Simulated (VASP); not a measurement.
# InSe (R3m) in VASP: a series of runs

Aim: see how the results for InSe move with the level of theory and the settings. Levels: PBE, r2SCAN. Tasks: single point.

All numbers are computed with VASP 6.6.1; they aren't measurements. Logs are shortened: lines on timing, memory, paths and dates and some standing lists are left out, and cuts for length are marked.

### 1 The cell of the first run

Symmetry: R3m, No. 160, trigonal system. The conventional cell has a = 4.021 Å, b = 4.021 Å, c = 25.232 Å, α = 90.00°, β = 90.00°, γ = 120.00°. Within 3.5 Å of In (site symmetry 3m) lie 3 Se at 2.64 Å and 1 In at 2.79 Å. Within 3.5 Å of In (site symmetry 3m) lie 3 Se at 2.64 Å and 1 In at 2.79 Å. Within 3.5 Å of Se (site symmetry 3m) lie 3 In at 2.64 Å. Se (site symmetry 3m) has 3 In at 2.64 Å within 3.5 Å.

### 2 Single point, PBE

File INCAR:

```
ALGO     = Normal         # electronic algorithm
EDIFF    = 1E-7           # SCF threshold, eV
ENCUT    = 520            # plane-wave cutoff, eV
GGA      = PE             # functional
ISIF     = 2              # what is computed and relaxed
ISMEAR   = 0              # smearing method
LASPH    = True           # aspherical terms in the spheres
LCHARG   = False          # write CHGCAR
LREAL    = False          # projectors in reciprocal space
LWAVE    = False          # write WAVECAR
NBANDS   = 27             # bands
NELM     = 60             # most SCF steps
PREC     = Accurate       # precision mode
SIGMA    = 0.01           # smearing width, eV
```

File KPOINTS:

```
k-points
0
Gamma
  6 6 6
```

File POSCAR:

```
InSe
1.0
    2.0105549417      1.1607944368      8.4107482005
   -2.0105549417      1.1607944368      8.4107482005
    0.0000000000     -2.3215888736      8.4107482005
In Se
2 2
Direct
    0.1112943704      0.1112943704      0.1112943704
    0.0009021461      0.0009021461      0.0009021461
    0.6173833518      0.6173833518      0.6173833518
    0.8281181217      0.8281181217      0.8281181217
```

Potentials or basis: VASP PAW PBE potentials, release 64 (In_d, Se).

Launch:

```bash
> cat potpaw_PBE.64/In_d/POTCAR potpaw_PBE.64/Se/POTCAR > POTCAR
> mpirun -np 1 vasp_std > vasp.out
```

OUTCAR:

```text
EDIFF = 1E-7
   ENCUT = 520
   GGA = PE
   ISIF = 2
   ISMEAR = 0
   LASPH = True
   LREAL = False
   NELM = 60
   PREC = Accurate

 ion  position               nearest neighbor table
   1  0.111  0.111  0.111-   4 2.64   4 2.64   4 2.64   2 2.79
   2  0.001  0.001  0.001-   3 2.64   3 2.64   3 2.64   1 2.79
   3  0.617  0.617  0.617-   2 2.64   2 2.64   2 2.64
   4  0.828  0.828  0.828-   1 2.64   1 2.64   1 2.64

  LATTYP: Found a trigonal (rhomboedric) cell.
 ALAT       =     8.7252770839
 COS(alpha) =     0.8938051560

  Lattice vectors:

 A1 = (   2.0105549417,   1.1607944368,   8.4107482005)
 A2 = (  -2.0105549417,   1.1607944368,   8.4107482005)
 A3 = (   0.0000000000,  -2.3215888736,   8.4107482005)

Analysis of symmetry for initial positions (statically):
=====================================================================
 Subroutine PRICEL returns:
 Original cell was already a primitive cell.

 Routine SETGRP: Setting up the symmetry group for a
 trigonal (rhombohedral) supercell.

 Subroutine GETGRP returns: Found  6 space group operations
 (whereof  6 operations were pure point group operations)
 out of a pool of 12 trial point group operations.

The static configuration has the point symmetry C_3v.

Analysis of symmetry for dynamics (positions and initial velocities):
=====================================================================
 Subroutine PRICEL returns:
 Original cell was already a primitive cell.

 Routine SETGRP: Setting up the symmetry group for a
 trigonal (rhombohedral) supercell.

 Subroutine GETGRP returns: Found  6 space group operations
 (whereof  6 operations were pure point group operations)
 out of a pool of 12 trial point group operations.

The dynamic configuration has the point symmetry C_3v.

 Subroutine INISYM returns: Found  6 space group operations
 (whereof  6 operations are pure point group operations),
 and found     1 'primitive' translations

----------------------------------------------------------------------------------------

                                     Primitive cell

  volume of cell :     117.7761

  direct lattice vectors                    reciprocal lattice vectors
     2.010554942  1.160794437  8.410748201     0.248687559  0.143579829  0.039631829
    -2.010554942  1.160794437  8.410748201    -0.248687559  0.143579829  0.039631829
     0.000000000 -2.321588874  8.410748201     0.000000000 -0.287159658  0.039631829

  length of vectors
     8.725277084  8.725277084  8.725277084     0.289881615  0.289881615  0.289881615

  position of ions in fractional coordinates (direct lattice)
     0.111294370  0.111294370  0.111294370
     0.000902146  0.000902146  0.000902146
     0.617383352  0.617383352  0.617383352
     0.828118122  0.828118122  0.828118122

  ion indices of the primitive-cell ions
   primitive index   ion index
                 1           1
                 2           2
                 3           3
                 4           4

----------------------------------------------------------------------------------------

 KPOINTS: k-points

Automatic generation of k-mesh.
 Grid dimensions read from file:
 generate k-points for:    6    6    6

 Generating k-lattice:

  Cartesian coordinates                     Fractional coordinates (reciprocal lattice)
     0.041447926  0.023929971  0.006605305     0.166666667 -0.000000000  0.000000000
    -0.041447926  0.023929971  0.006605305    -0.000000000  0.166666667  0.000000000
     0.000000000 -0.047859943  0.006605305     0.000000000  0.000000000  0.166666667

  Length of vectors
     0.048313603  0.048313603  0.048313603

  Shift w.r.t. Gamma in fractional coordinates (k-lattice)
     0.000000000  0.000000000  0.000000000

 Subroutine IBZKPT returns following result:
 ===========================================

 Found     32 irreducible k-points:

 Following reciprocal coordinates:
            Coordinates               Weight
  0.000000  0.000000  0.000000      1.000000
  0.166667  0.000000 -0.000000      6.000000
  0.333333 -0.000000 -0.000000      6.000000
  0.500000  0.000000  0.000000      3.000000
  0.166667  0.166667 -0.000000      6.000000
  0.333333  0.166667 -0.000000     12.000000
[... 16 lines left out ...]
  0.500000  0.500000  0.166667      6.000000
 -0.333333  0.500000  0.166667     12.000000
 [... further k-points ...]
   k-points           NKPTS =     32   k-points in BZ     NKDIM =     32   number of bands    NBANDS=     27
   number of dos      NEDOS =    301   number of ions     NIONS =      4
   total plane-waves  NPLWV = 343000
   dimension x,y,z NGX =    70 NGY =   70 NGZ =   70
   dimension x,y,z NGXF=   140 NGYF=  140 NGZF=  140
   ions per type =               2   2
   NGX,Y,Z   is equivalent  to a cutoff of  13.34, 13.34, 13.34 a.u.
   NGXF,Y,Z  is equivalent  to a cutoff of  26.67, 26.67, 26.67 a.u.
 SYSTEM =  unknown system
   PREC   = accura    normal or accurate (medium, high low for compatibility)
   ISTART =      0    job   : 0-new  1-cont  2-samecut
   ICHARG =      2    charge: 1-file 2-atom 10-const
   ISPIN  =      1    spin polarized calculation?
   LNONCOLLINEAR =      F non collinear calculations
   LSORBIT =      F    spin-orbit coupling
   LASPH  =      T    aspherical Exc in radial PAW
   ENCUT  =  520.0 eV  38.22 Ry    6.18 a.u.  16.22 16.22 16.22*2*pi/ulx,y,z
   NELM   =     60;   NELMIN=  2; NELMDL= -5     # of ELM steps
   EDIFF  = 0.1E-06   stopping-criterion for ELM
   LREAL  =      F    real-space projection
   EDIFFG = 0.1E-05   stopping-criterion for IOM
   NSW    =      0    number of steps for IOM
   IBRION =     -1    ionic relax: 0-MD 1-quasi-New 2-CG
   NFREE  =      0    steps in history (QN), initial steepest desc. (CG)
   ISIF   =      2    stress and relaxation
   ISYM   =      2    0-nonsym 1-usesym 2-fastsym
   POTIM  = 0.5000    time-step for ionic-motion
   TEBEG  =    0.0;   TEEND  =   0.0 temperature during run
   PSTRESS=    0.0 pullay stress
   NELECT =      38.0000    total number of electrons
   NUPDOWN=      -1.0000    fix difference up-down
   EMIN   =  10.00;   EMAX   =-10.00  energy-range for DOS
   EFERMI =   0.00;   METHOD = LEGACY
   ISMEAR =     0;   SIGMA  =   0.01  broadening in eV -4-tet -1-fermi 0-gaus
   EFERMI_NEDOS =   21; number of points for ismear=-14 and -15
   IALGO  =     38    algorithm
   IMIX   =      4    mixing-type and parameters
     AMIX     =   0.40;   BMIX     =  1.00
     AMIX_MAG =   1.60;   BMIX_MAG =  1.00
  volume/ion in A,a.u.               =      29.44       198.70
  Fermi-wavevector in a.u.,A,eV,Ry     =   1.122838  2.121856 17.153742  1.260764
  Thomas-Fermi vector in A             =   2.259500
   LORBIT       =      0    0 simple, 1 ext, 2 COOP (PROOUT), +10 PAW based schemes
   GGA     = PE    functional components
   LHFCALC =     F    Hartree Fock is set to
   AEXX    =    0.0000 exact exchange contribution
   IVDW    =     0    specifies the selected vdW correction
   LEPSILON=     F    determine dielectric tensor
   LRPA    =     F    only Hartree local field effects (RPA)
 non-spin polarized calculation
 Gauss-broadening in eV      SIGMA  =   0.01
  energy-cutoff  :      520.00
  volume of cell :      117.78
 maximum number of plane-waves:      3199
 NGX is ok and might be reduce to    70
   NGX = 33   NGY = 33   NGZ = 33

 number of electron      38.0000002 magnetization

 Free energy of the ion-electron system (eV)
  ---------------------------------------------------
  ext. energy  EPLUGINS =         0.00000000
  ---------------------------------------------------
  free energy    TOTEN  =       -14.14983472 eV

  energy without entropy =      -14.14983472  energy(sigma->0) =      -14.14983472

 E-fermi :   4.1309     XC(G=0):  -8.8683

 val. band max:        4.0546920456   @ k =   0.5000   0.5000   0.5000
 cond. band min:       4.4406521333   @ k =   0.5000   0.5000   0.5000
 fundamental gap:      0.3859600877
 Fermi energy:         4.1309392568

 k-point     1 :       0.0000    0.0000    0.0000
  band No.  band energies     occupation
      1     -10.7746      2.00000
      2     -10.5845      2.00000
      3     -10.5845      2.00000
      4     -10.4998      2.00000
      5     -10.4998      2.00000
      6     -10.4887      2.00000
[... 19 lines left out ...]
     26       9.4953      0.00000
     27      11.4663      0.00000

 k-point     2 :       0.1667    0.0000   -0.0000
  band No.  band energies     occupation
      1     -10.7805      2.00000
      2     -10.6686      2.00000
      3     -10.5984      2.00000
      4     -10.5809      2.00000
      5     -10.4958      2.00000
      6     -10.4812      2.00000
[... 19 lines left out ...]
     26      10.0557      0.00000
     27      10.8256      0.00000

 k-point     3 :       0.3333   -0.0000   -0.0000
  band No.  band energies     occupation
      1     -10.8569      2.00000
      2     -10.7387      2.00000
      3     -10.7131      2.00000
      4     -10.5799      2.00000
      5     -10.5098      2.00000
      6     -10.4443      2.00000
[... 19 lines left out ...]
     26      10.6518      0.00000
     27      11.3141      0.00000

 k-point     4 :       0.5000    0.0000    0.0000
  band No.  band energies     occupation
      1     -10.9050      2.00000
      2     -10.7942      2.00000
      3     -10.7109      2.00000
      4     -10.5812      2.00000
      5     -10.5166      2.00000
      6     -10.4262      2.00000
[... 19 lines left out ...]
     26      10.4692      0.00000
     27      11.0760      0.00000
[... 516 lines left out ...]
      4     -10.5922      2.00000
      5     -10.5035      2.00000
      6     -10.4378      2.00000
[... 19 lines left out ...]
     26      11.1513      0.00000
     27      11.6972      0.00000

 k-point    23 :       0.5000    0.5000    0.1667
  band No.  band energies     occupation
      1     -10.8490      2.00000
      2     -10.7491      2.00000
      3     -10.7108      2.00000
      4     -10.5803      2.00000
      5     -10.5097      2.00000
      6     -10.4441      2.00000
[... 19 lines left out ...]
     26      10.9949      0.00000
     27      11.3614      0.00000

 k-point    24 :      -0.3333    0.5000    0.1667
  band No.  band energies     occupation
      1     -10.8866      2.00000
      2     -10.7942      2.00000
      3     -10.7106      2.00000
      4     -10.5923      2.00000
      5     -10.5035      2.00000
      6     -10.4377      2.00000
[... 19 lines left out ...]
     26      11.1910      0.00000
     27      11.5993      0.00000

 [... further k-points ...]

------------------------ aborting loop because EDIFF is reached ----------------------------------------

  FORCE on cell =-STRESS in cart. coord.  units (eV):
  Direction    XX          YY          ZZ          XY          YZ          ZX
  --------------------------------------------------------------------------------------
  -------------------------------------------------------------------------------------
  Total        1.8676994      1.8676994      1.7558483     -0.0000000     -0.0000000      0.0000000
  in kB       25.4074105     25.4074105     23.8858344     -0.0000000     -0.0000000      0.0000000
  external PRESSURE =      24.9002185 kB  Pullay stress =       0.0000000 kB

 VOLUME and BASIS-vectors are now :
 -----------------------------------------------------------------------------
  energy-cutoff  :      520.00
  volume of cell :      117.78
      direct lattice vectors                 reciprocal lattice vectors
     2.010554942  1.160794437  8.410748201     0.248687559  0.143579829  0.039631829
    -2.010554942  1.160794437  8.410748201    -0.248687559  0.143579829  0.039631829
     0.000000000 -2.321588874  8.410748201     0.000000000 -0.287159658  0.039631829

 POSITION                                       TOTAL-FORCE (eV/Angst)
 -----------------------------------------------------------------------------------
      0.00000      0.00000      2.80821         0.000000     -0.000000     -0.127364
      0.00000      0.00000      0.02276         0.000000     -0.000000      0.127170
      0.00000      0.00000     15.57797         0.000000      0.000000     -0.209116
      0.00000      0.00000     20.89528         0.000000      0.000000      0.209311
 -----------------------------------------------------------------------------------
    total drift:                                0.000000      0.000000     -0.000043

  FREE ENERGIE OF THE ION-ELECTRON SYSTEM (eV)
  ---------------------------------------------------
  free  energy   TOTEN  =       -14.1498347192 eV

  energy  without entropy=      -14.1498347192  energy(sigma->0) =      -14.14983472
```

Wall time 12 min (1 thread of Intel Xeon Platinum 8488C (Sapphire Rapids), shared host); peak memory 0.67 GiB.

Results:

```yaml
Free_energy: -14.1498 eV
Pressure: 2.5 GPa
Largest_force: 0.209 eV/Å
Band_gap_on_the_k_mesh: 0.39 eV
```

Forces on the atoms (eV/Å):
```
In   0.000  0.000 -0.127
In   0.000  0.000  0.127
Se   0.000  0.000 -0.209
Se   0.000  0.000  0.209
```

Caveat: spin-orbit coupling is left out, which moves the levels of the heavy elements.

### 3 Single point, r2SCAN

POSCAR is that of step 2.

File INCAR.step1:

```
  PREC = Accurate
  ENCUT = 520
  ISMEAR = 0
  SIGMA = 0.01
  LREAL = False
  LASPH = True
  NELM = 100
  NBANDS = 27
  GGA = PE
  ALGO = Normal
  EDIFF = 1E-4
  LWAVE = True
  LCHARG = False
```

File INCAR.step2:

```
  PREC = Accurate
  ENCUT = 520
  EDIFF = 1E-6
  ISMEAR = 0
  SIGMA = 0.01
  LREAL = False
  LASPH = True
  NELM = 100
  ALGO = Normal
  ISIF = 2
  LWAVE = False
  LCHARG = False
  METAGGA = R2SCAN
  LMIXTAU = True
  NBANDS = 27
  ISTART = 1
```

File KPOINTS:

```
Automatic mesh
0
Gamma
  6 6 6
```

Potentials or basis: VASP PAW PBE potentials, release 64 (In_d, Se).

Launch:

```bash
> cat potpaw_PBE.64/In_d/POTCAR potpaw_PBE.64/Se/POTCAR > POTCAR
> cp INCAR.step1 INCAR
> mpirun -np 1 vasp_std > vasp.out
> cp INCAR.step2 INCAR
> mpirun -np 1 vasp_std > vasp.out
```

Wall time 49 min (1 thread of Intel Xeon Platinum 8488C (Sapphire Rapids), shared host); peak memory 0.79 GiB.

Results (log left out):

- Free energy: -76.4629 eV
- Pressure: 0.8 GPa
- Largest force: 0.017 eV/Å
- Band gap on the k mesh: 0.81 eV

Forces in eV/Å, atoms in the order of the input:
```
In   0.000  0.000  0.002
In   0.000  0.000 -0.003
Se   0.000  0.000  0.017
Se   0.000  0.000 -0.017
```

Levels at points of the mesh, in eV from the valence-band top:
| k point | band 15 | band 16 | band 17 | band 18 | band 19 | band 20 | band 21 | band 22 | band 23 | band 24 |
| --- | --- | --- | --- | --- | --- | --- | --- | --- | --- | --- |
| (0.00, 0.00, 0.00) | -1.49 | -1.40 | -1.40 | -1.32 | -1.32 | 1.98 | 2.52 | 4.63 | 4.63 | 5.75 |
| (0.50, 0.00, 0.00) | -3.56 | -2.44 | -2.42 | -2.36 | -1.73 | 1.47 | 2.27 | 4.05 | 4.35 | 5.03 |
| (0.50, 0.50, 0.00) | -3.32 | -2.69 | -2.62 | -2.15 | -1.57 | 1.50 | 2.23 | 3.70 | 3.96 | 4.64 |
| (0.50, 0.50, 0.50) | -1.48 | -1.48 | -1.24 | -1.24 | 0.00 | 0.81 | 2.55 | 4.55 | 4.55 | 6.03 |

Caveat: the PAW data sets were made with another functional, which shifts forces and pressure a little; spin-orbit coupling is left out, which moves the levels of the heavy elements.
